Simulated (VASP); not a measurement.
# In (P6_3/mmc) in VASP: a series of runs

Aim: see how the results for In move with the level of theory and the settings. Levels: PBEsol, PBE+D3(BJ). Tasks: relaxation of cell and atoms, single point.

Program: VASP 6.6.1. These are calculated values, not measurements. Logs are shortened: lines on timing, memory, paths and dates and some standing lists are left out, and cuts for length are marked.

**1. The cell of the first run**

The structure is hexagonal, space group P6_3/mmc (No. 194). Conventional cell: a = 3.335 Å, b = 3.335 Å, c = 5.509 Å, α = 90.00°, β = 90.00°, γ = 120.00°. In (site symmetry -6m2) has 12 In at 3.34 to 3.36 Å within 4.4 Å.

**2. Relaxation of cell and atoms, PBEsol, target pressure 30 GPa, at which the enthalpy is minimised**

File INCAR:

```
SYSTEM = In
PREC = Accurate ; ENCUT = 600
EDIFF = 1E-6 ; ISMEAR = -1
SIGMA = 0.05 ; LREAL = .False.
LASPH = .True. ; NELM = 100
ALGO = Fast ; ISIF = 3
LWAVE = .False. ; LCHARG = .False.
GGA = PS ; IBRION = 2
NSW = 60 ; EDIFFG = -0.01
PSTRESS = 300.0
```

File KPOINTS:

```
Automatic mesh
0
Gamma
  9 9 5
  0 0 0
```

File POSCAR:

```
In
1.0
    3.3354847820      0.0000000000      0.0000000000
   -1.6677423910      2.8886145552      0.0000000000
    0.0000000000      0.0000000000      5.5091429200
In
2
Direct
    0.6666666667      0.3333333333      0.7500000000
    0.3333333333      0.6666666667      0.2500000000
```

Potentials or basis: VASP PAW PBE potentials, release 64 (In_d).

The run is started by

```console
cat potpaw_PBE.64/In_d/POTCAR > POTCAR
mpirun -np 1 vasp_std > vasp.out
```

OUTCAR:

```text
SYSTEM = In
   PREC = Accurate
   ENCUT = 600
   EDIFF = 1E-6
   ISMEAR = -1
   LREAL = .False.
   LASPH = .True.
   NELM = 100
   ISIF = 3
   GGA = PS
   IBRION = 2
   NSW = 60
   EDIFFG = -0.01
   PSTRESS = 300.0

 ion  position               nearest neighbor table
   1  0.667  0.333  0.750-   2 3.36   2 3.36   2 3.36   2 3.36   2 3.36   2 3.36
   2  0.333  0.667  0.250-   1 3.36   1 3.36   1 3.36   1 3.36   1 3.36   1 3.36

  LATTYP: Found a hexagonal cell.
 ALAT       =     3.3354847820
 C/A-ratio  =     1.6516768266

  Lattice vectors:

 A1 = (   3.3354847820,   0.0000000000,   0.0000000000)
 A2 = (  -1.6677423910,   2.8886145552,   0.0000000000)
 A3 = (   0.0000000000,   0.0000000000,   5.5091429200)

Analysis of symmetry for initial positions (statically):
=====================================================================
 Subroutine PRICEL returns:
 Original cell was already a primitive cell.

 Routine SETGRP: Setting up the symmetry group for a
 hexagonal supercell.

 Subroutine GETGRP returns: Found 24 space group operations
 (whereof 12 operations were pure point group operations)
 out of a pool of 24 trial point group operations.

The static configuration has the point symmetry D_3d.
 The point group associated with its full space group is D_6h.

Analysis of symmetry for dynamics (positions and initial velocities):
=====================================================================
 Subroutine PRICEL returns:
 Original cell was already a primitive cell.

 Routine SETGRP: Setting up the symmetry group for a
 hexagonal supercell.

 Subroutine GETGRP returns: Found 24 space group operations
 (whereof 12 operations were pure point group operations)
 out of a pool of 24 trial point group operations.

The dynamic configuration has the point symmetry D_3d.
 The point group associated with its full space group is D_6h.

 Subroutine INISYM returns: Found 24 space group operations
 (whereof 12 operations are pure point group operations),
 and found     1 'primitive' translations

----------------------------------------------------------------------------------------

                                     Primitive cell

  volume of cell :      53.0802

  direct lattice vectors                    reciprocal lattice vectors
     3.335484782  0.000000000  0.000000000     0.299806495  0.173093360  0.000000000
    -1.667742391  2.888614555  0.000000000     0.000000000  0.346186721  0.000000000
     0.000000000  0.000000000  5.509142920     0.000000000  0.000000000  0.181516438

  length of vectors
     3.335484782  3.335484782  5.509142920     0.346186721  0.346186721  0.181516438

  position of ions in fractional coordinates (direct lattice)
     0.666666667  0.333333333  0.750000000
     0.333333333  0.666666667  0.250000000

  ion indices of the primitive-cell ions
   primitive index   ion index
                 1           1
                 2           2

----------------------------------------------------------------------------------------

 KPOINTS: Automatic mesh

Automatic generation of k-mesh.
 Grid dimensions read from file:
 generate k-points for:    9    9    5

 Generating k-lattice:

  Cartesian coordinates                     Fractional coordinates (reciprocal lattice)
     0.033311833  0.019232596  0.000000000     0.111111111  0.000000000  0.000000000
     0.000000000  0.038465191  0.000000000     0.000000000  0.111111111  0.000000000
     0.000000000  0.000000000  0.036303288     0.000000000  0.000000000  0.200000000

  Length of vectors
     0.038465191  0.038465191  0.036303288

  Shift w.r.t. Gamma in fractional coordinates (k-lattice)
     0.000000000  0.000000000  0.000000000

 Subroutine IBZKPT returns following result:
 ===========================================

 Found     36 irreducible k-points:

 Following reciprocal coordinates:
            Coordinates               Weight
  0.000000  0.000000  0.000000      1.000000
  0.111111  0.000000  0.000000      6.000000
  0.222222  0.000000  0.000000      6.000000
  0.333333  0.000000  0.000000      6.000000
  0.444444  0.000000  0.000000      6.000000
  0.111111  0.111111  0.000000      6.000000
[... 16 lines left out ...]
  0.333333  0.222222  0.200000     24.000000
  0.333333  0.333333  0.200000      4.000000
 [... further k-points ...]
   k-points           NKPTS =     36   k-points in BZ     NKDIM =     36   number of bands    NBANDS=     17
   number of dos      NEDOS =    301   number of ions     NIONS =      2
   total plane-waves  NPLWV =  37632
   dimension x,y,z NGX =    28 NGY =   28 NGZ =   48
   dimension x,y,z NGXF=    56 NGYF=   56 NGZF=   96
   ions per type =               2
   NGX,Y,Z   is equivalent  to a cutoff of  13.96, 13.96, 14.48 a.u.
   NGXF,Y,Z  is equivalent  to a cutoff of  27.91, 27.91, 28.97 a.u.
 SYSTEM =  In
   PREC   = accura    normal or accurate (medium, high low for compatibility)
   ISTART =      0    job   : 0-new  1-cont  2-samecut
   ICHARG =      2    charge: 1-file 2-atom 10-const
   ISPIN  =      1    spin polarized calculation?
   LNONCOLLINEAR =      F non collinear calculations
   LSORBIT =      F    spin-orbit coupling
   LASPH  =      T    aspherical Exc in radial PAW
   ENCUT  =  600.0 eV  44.10 Ry    6.64 a.u.   6.66  6.66 11.00*2*pi/ulx,y,z
   NELM   =    100;   NELMIN=  2; NELMDL= -5     # of ELM steps
   EDIFF  = 0.1E-05   stopping-criterion for ELM
   LREAL  =      F    real-space projection
   EDIFFG = -.1E-01   stopping-criterion for IOM
   NSW    =     60    number of steps for IOM
   IBRION =      2    ionic relax: 0-MD 1-quasi-New 2-CG
   NFREE  =      1    steps in history (QN), initial steepest desc. (CG)
   ISIF   =      3    stress and relaxation
   ISYM   =      2    0-nonsym 1-usesym 2-fastsym
   POTIM  = 0.5000    time-step for ionic-motion
   TEBEG  =    0.0;   TEEND  =   0.0 temperature during run
   PSTRESS=  300.0 pullay stress
   NELECT =      26.0000    total number of electrons
   NUPDOWN=      -1.0000    fix difference up-down
   EMIN   =  10.00;   EMAX   =-10.00  energy-range for DOS
   EFERMI =   0.00;   METHOD = LEGACY
   ISMEAR =    -1;   SIGMA  =   0.05  broadening in eV -4-tet -1-fermi 0-gaus
   EFERMI_NEDOS =   21; number of points for ismear=-14 and -15
   IALGO  =     68    algorithm
   IMIX   =      4    mixing-type and parameters
     AMIX     =   0.40;   BMIX     =  1.00
     AMIX_MAG =   1.60;   BMIX_MAG =  1.00
  volume/ion in A,a.u.               =      26.54       179.10
  Fermi-wavevector in a.u.,A,eV,Ry     =   1.290491  2.438675 22.658704  1.665368
  Thomas-Fermi vector in A             =   2.422320
   LORBIT       =      0    0 simple, 1 ext, 2 COOP (PROOUT), +10 PAW based schemes
   GGA     = PS    functional components
   LHFCALC =     F    Hartree Fock is set to
   AEXX    =    0.0000 exact exchange contribution
   IVDW    =     0    specifies the selected vdW correction
   LEPSILON=     F    determine dielectric tensor
   LRPA    =     F    only Hartree local field effects (RPA)
 conjugate gradient relaxation of ions
 non-spin polarized calculation
 RMM-DIIS sequential band-by-band and
  energy-cutoff  :      600.00
  volume of cell :       53.08
 maximum number of plane-waves:      1789
 NGX is ok and might be reduce to    28
   NGX = 13   NGY = 13   NGZ = 23

--------------------------------------- Ionic step        1  -------------------------------------------

 number of electron      25.9999998 magnetization

 Free energy of the ion-electron system (eV)
  ---------------------------------------------------
  ext. energy  EPLUGINS =         0.00000000
  ---------------------------------------------------
  free energy    TOTEN  =        -5.92955258 eV

  energy without entropy =       -5.91575254  energy(sigma->0) =       -5.92265256

 E-fermi :   7.2377     XC(G=0): -10.3388

 val. band max:        7.2160549034   @ k =   0.3333   0.2222   0.2000
 cond. band min:       7.3084857728   @ k =   0.4444   0.0000   0.2000
 fundamental gap:      0.0924308694
 Fermi energy:         7.2377432492

 k-point     1 :       0.0000    0.0000    0.0000
  band No.  band energies     occupation
      1      -7.3990      2.00000
      2      -7.3420      2.00000
      3      -7.3155      2.00000
      4      -7.3155      2.00000
      5      -7.2885      2.00000
      6      -7.2885      2.00000
[... 457 lines left out ...]
      4      -7.2171      2.00000
      5      -7.2171      2.00000
      6      -7.2159      2.00000
[... 9 lines left out ...]
     16       8.6333      0.00000
     17      11.7378      0.00000

 [... further k-points ...]
[... 5 lines left out ...]
  --------------------------------------------------------------------------------------
  -------------------------------------------------------------------------------------
  Total       -0.4515198     -0.4515198     -0.5392837      0.0000000      0.0000000      0.0000000
  in kB      -13.6287109    -13.6287109    -16.2777824      0.0000000      0.0000000      0.0000000
  external PRESSURE =    -314.5117348 kB  Pullay stress =     300.0000000 kB
[... 97 lines left out ...]
  energy  without entropy=       -5.2931401649  energy(sigma->0) =       -5.29641202

  enthalpy is  TOTEN    =         2.0985931465 eV   P V=        7.3982770271

[... ionic steps 4 to 7 ...]

--------------------------------------- Ionic step        8  -------------------------------------------

 number of electron      26.0000000 magnetization

------------------------ aborting loop because EDIFF is reached ----------------------------------------
[... 71 lines left out ...]
--------------------------------------- Ionic step       10  -------------------------------------------

 number of electron      26.0000001 magnetization

 Free energy of the ion-electron system (eV)
  ---------------------------------------------------
  ext. energy  EPLUGINS =         0.00000000
  ---------------------------------------------------
  free energy    TOTEN  =        -5.01833061 eV

  energy without entropy =       -5.01480603  energy(sigma->0) =       -5.01656832

 E-fermi :  11.8795     XC(G=0): -12.0623

 val. band max:       11.8555253191   @ k =   0.2222   0.2222   0.2000
 cond. band min:      12.0128163953   @ k =   0.4444   0.0000   0.0000
 fundamental gap:      0.1572910763
 Fermi energy:        11.8795002073

 k-point     1 :       0.0000    0.0000    0.0000
  band No.  band energies     occupation
      1      -3.7031      2.00000
      2      -3.3941      2.00000
      3      -3.3429      2.00000
      4      -3.3429      2.00000
      5      -3.2647      2.00000
      6      -3.2647      2.00000
[... 457 lines left out ...]
      4      -3.1899      2.00000
      5      -3.1838      2.00000
      6      -3.1838      2.00000
[... 9 lines left out ...]
     16      13.3089      0.00000
     17      17.8535      0.00000

 [... further k-points ...]
[... 5 lines left out ...]
  --------------------------------------------------------------------------------------
  -------------------------------------------------------------------------------------
  Total        7.0534028      7.0534028      7.0712457      0.0000000      0.0000000      0.0000000
  in kB      299.3160141    299.3160141    300.0731904      0.0000000      0.0000000      0.0000000
  external PRESSURE =      -0.4315938 kB  Pullay stress =     300.0000000 kB
[... 21 lines left out ...]
  energy  without entropy=       -5.0148060338  energy(sigma->0) =       -5.01656832

  enthalpy is  TOTEN    =         2.0511903649 eV   P V=        7.0695209770

 reached required accuracy - stopping structural energy minimisation
```

Wall time 3.3 min (1 thread of Intel Xeon 6975P-C (Granite Rapids), shared host); peak memory 0.22 GiB.

Results:

```yaml
Free_energy: -5.0183 eV
Relaxed_volume: 18.88 Å³/atom
Relaxed_cell: a = 2.993 Å, b = 2.993 Å, c = 4.868 Å, α = 90.00°, β = 90.00°, γ = 120.00°
Space_group_after_relaxing_to_0.05_Å: P6_3/mmc (No. 194)
Energy_change_on_relaxing_the_enthalpy_is_what_falls: +455.6 meV/atom
Ionic_steps: 10
Pressure_after_relaxing: 30.0 GPa
Band_gap_on_the_k_mesh: zero (band 13 reaches 14.94 eV, above the bottom of band 14 at 9.37 eV)
```

Stress tensor (GPa, compression positive):
```
29.93  0.00  0.00
 0.00 29.93  0.00
 0.00  0.00 30.01
```

Step by step:
| step | energy change (eV) | largest force (eV/Å) | pressure (GPa) | volume (Å³) |
| --- | --- | --- | --- | --- |
| 1 | 0.0000 | 0.0000 | -1.45 | 53.08 |
| 2 | 12.2951 | 0.0000 | 312.79 | 22.27 |
| 3 | 0.6299 | 0.0000 | 22.60 | 39.51 |
| 4 | 0.7676 | 0.0000 | 26.16 | 38.60 |
| 5 | 0.9245 | 0.0000 | 29.99 | 37.71 |
| 6 | 0.9766 | 0.0000 | 31.39 | 37.43 |
| 7 | 0.8289 | 0.0000 | 27.70 | 38.21 |
| 8 | 0.8906 | 0.0000 | 29.32 | 37.87 |
| 9 | 0.9286 | 0.0000 | 29.87 | 37.67 |
| 10 | 0.9112 | 0.0000 | 29.96 | 37.76 |

Final structure:
```
CELL_PARAMETERS angstrom
2.99261 0.00000 0.00000
-1.49631 2.59168 0.00000
0.00000 0.00000 4.86797
ATOMIC_POSITIONS crystal
In 0.66667 0.33333 0.75000
In 0.33333 0.66667 0.25000
```

Levels at points of the mesh, in eV from the Fermi level:
| k point | band 9 | band 10 | band 11 | band 12 | band 13 | band 14 | band 15 | band 16 | band 17 |
| --- | --- | --- | --- | --- | --- | --- | --- | --- | --- |
| (0.00, 0.00, 0.00) | -14.57 | -14.57 | -12.36 | -5.16 | -4.51 | 10.63 | 10.63 | 11.33 | 12.86 |

Caveat: the cell is relaxed towards a set pressure, so the enthalpy falls and the energy may rise; the volume moved by over 15 % at a fixed basis, so the end points are rough; the PAW data sets were made with another functional, which shifts forces and pressure a little; spin-orbit coupling is left out, which moves the levels of the heavy elements.

**3. Single point, PBE+D3(BJ)**

This run uses another cell than the first one, of 26.10 Å³/atom, 0.983 times its volume.

File INCAR:

```
PREC     = Accurate       # precision mode
ENCUT    = 520            # plane-wave cutoff, eV
EDIFF    = 1E-6           # SCF threshold, eV
ISMEAR   = -1             # smearing method
SIGMA    = 0.05           # smearing width, eV
LREAL    = F              # projectors in reciprocal space
LASPH    = T              # aspherical terms in the spheres
NELM     = 80             # most SCF steps
ALGO     = Fast           # electronic algorithm
ISIF     = 2              # what is computed and relaxed
LWAVE    = F              # write WAVECAR
LCHARG   = T              # write CHGCAR
GGA      = PE             # functional
IVDW     = 12             # dispersion correction
LELF     = T              # ELF
LVHAR    = T            
NBANDS   = 20             # bands
```

File KPOINTS:

```
regular mesh
0
Gamma
  9 9 5
```

File POSCAR:

```
In
1.0
    3.3293475894      0.0000000000      0.0000000000
   -1.6646737947      2.8832995904      0.0000000000
    0.0000000000      0.0000000000      5.4374787864
In
2
Direct
    0.6666666667      0.3333333333      0.7500000000
    0.3333333333      0.6666666667      0.2500000000
```

Potentials or basis: VASP PAW PBE potentials, release 64 (In_d).

The run is started by

```console
cat potpaw_PBE.64/In_d/POTCAR > POTCAR
mpirun -np 1 vasp_std > vasp.out
```

It took 24 s on 1 thread of Intel Xeon 6975P-C (Granite Rapids), shared host; peak memory 0.19 GiB.

It converged, with:

- Free energy: -5.7496 eV
- Pressure: 0.0 GPa
- Band gap on the k mesh: zero (band 13 reaches 9.85 eV, above the bottom of band 14 at 5.66 eV)
- Dispersion energy per atom: -0.339 eV

Levels at points of the mesh, in eV from the Fermi level:
```csv
k point,band 10,band 11,band 12,band 13,band 14,band 15,band 16,band 17
"(0.00, 0.00, 0.00)",-14.38,-9.61,-4.38,-3.44,8.31,8.31,10.16,10.16
```

Caveat: spin-orbit coupling is left out, which moves the levels of the heavy elements; pairwise dispersion overbinds metals, which lowers pressure and volume.

**4. Single point, PBE+D3(BJ)**

This run uses another cell than the first one, of 26.23 Å³/atom, 0.988 times its volume.

File INCAR:

```
PREC = Accurate
ENCUT = 520
EDIFF = 1E-6
ISMEAR = -1
SIGMA = 0.05
LREAL = F
LASPH = T
NELM = 60
ALGO = Fast
ISIF = 2
LWAVE = F
LCHARG = F
GGA = PE
IVDW = 12
NBANDS = 20
```

KPOINTS is that of step 3.

File POSCAR:

```
In
1.0
    3.3341773194      0.0000000000      0.0000000000
   -1.6670886597      2.8874822593      0.0000000000
    0.0000000000      0.0000000000      5.4489115226
In
2
Direct
    0.6666666667      0.3333333333      0.7500000000
    0.3333333333      0.6666666667      0.2500000000
```

The run is started by

```console
cat potpaw_PBE.64/In_d/POTCAR > POTCAR
mpirun -np 1 vasp_std > vasp.out
```

It took 32 s on 1 thread of Intel Xeon 6975P-C (Granite Rapids), shared host; peak memory 0.19 GiB.

Results (log left out):

* Free energy: -5.7496 eV
* Pressure: -0.2 GPa
* Band gap on the k mesh: zero (band 13 reaches 9.77 eV, above the bottom of band 14 at 5.62 eV)
* Dispersion energy per atom: -0.337 eV

Levels at points of the mesh, in eV from the Fermi level:
```csv
k point,band 9,band 10,band 11,band 12,band 13,band 14,band 15,band 16,band 17,band 18
"(0.00, 0.00, 0.00)",-14.38,-14.38,-9.58,-4.38,-3.42,8.28,8.28,10.13,10.13,10.61
```

Caveat: three body term missing; spin-orbit coupling is left out, which moves the levels of the heavy elements; pairwise dispersion overbinds metals, which lowers pressure and volume.

**5. Overview**

```csv
task,level,cell,cutoff (eV),gap on the mesh (eV),pressure (GPa)
relaxation of cell and atoms,PBEsol,"relaxed to 30 GPa from a = 3.335, b = 3.335, c = 5.509 Å, angles 90.0, 90.0, 120.0°, 2 atoms",600,none,30.0
single point,PBE+D3(BJ),"a = 3.329, b = 3.329, c = 5.437 Å, angles 90.0, 90.0, 120.0°, 2 atoms",520,none,0.0
single point,PBE+D3(BJ),"a = 3.334, b = 3.334, c = 5.449 Å, angles 90.0, 90.0, 120.0°, 2 atoms",520,none,-0.2
```

Alike in all rows: potentials or basis VASP PAW PBE potentials, release 64 (In_d); no spin polarisation; k mesh 9 × 9 × 5; smearing fermi-dirac 0.05 eV.

Caveats: spin-orbit coupling is left out, which moves the levels of the heavy elements; pairwise dispersion overbinds metals, which lowers pressure and volume (some runs); the cell is relaxed towards a set pressure, so the enthalpy falls and the energy may rise (some runs); the volume moved by over 15 % at a fixed basis, so the end points are rough (some runs); the PAW data sets were made with another functional, which shifts forces and pressure a little (some runs); three body term missing (some runs).

Total energies depend on the potentials used, so only differences within one code and one set of settings carry meaning.
